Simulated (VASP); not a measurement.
Runs of VASP 6.6.1 on MoS2. The structure is that of space group R3m (No. 160), or close to it. The cells are those of the table. 

```csv
task,cell,gap on the mesh (eV),pressure (GPa),largest force (eV/Å)
single point,"a = 6.395 Å, angles 28.9°, 3 atoms",0.50,-1.5,0.61
single point,"a = 6.379 Å, angles 28.1°, 3 atoms",0.92,(c),1.34
single point,"a = 6.273 Å, angles 29.2°, 3 atoms",0.33,5.2,1.50
single point,"a = 6.385 Å, angles 28.4°, 3 atoms",0.77,4.9,1.08
electric field gradients,"a = 6.411 Å, angles 28.7°, 3 atoms",(d),-0.1,0.66
single point,"a = 6.449 Å, angles 28.4°, 3 atoms",0.77,-0.2,0.52
single point,"a = 6.331 Å, angles 28.9°, 3 atoms",0.48,(b),1.16
electric field gradients,"a = 6.474 Å, angles 28.7°, 3 atoms",0.64,-4.4,(a)
```

Alike in all rows: level LDA; potentials or basis VASP PAW LDA potentials, release 64 (Mo_sv, S); no spin polarisation; k mesh 15 × 15 × 15; cutoff (eV) 520; smearing fermi-dirac 0.05 eV.

**Question.** Estimate the missing entries.

**Answer.** (a) 0.15; (b) 3.3; (c) 8.6; (d) 0.63.

Caveats: forces of over 1 eV/Å act on the atoms, so gaps and moduli don't describe the material at rest (some runs).

A k mesh can miss the band edges, and the runs leave out spin-orbit coupling on Mo.
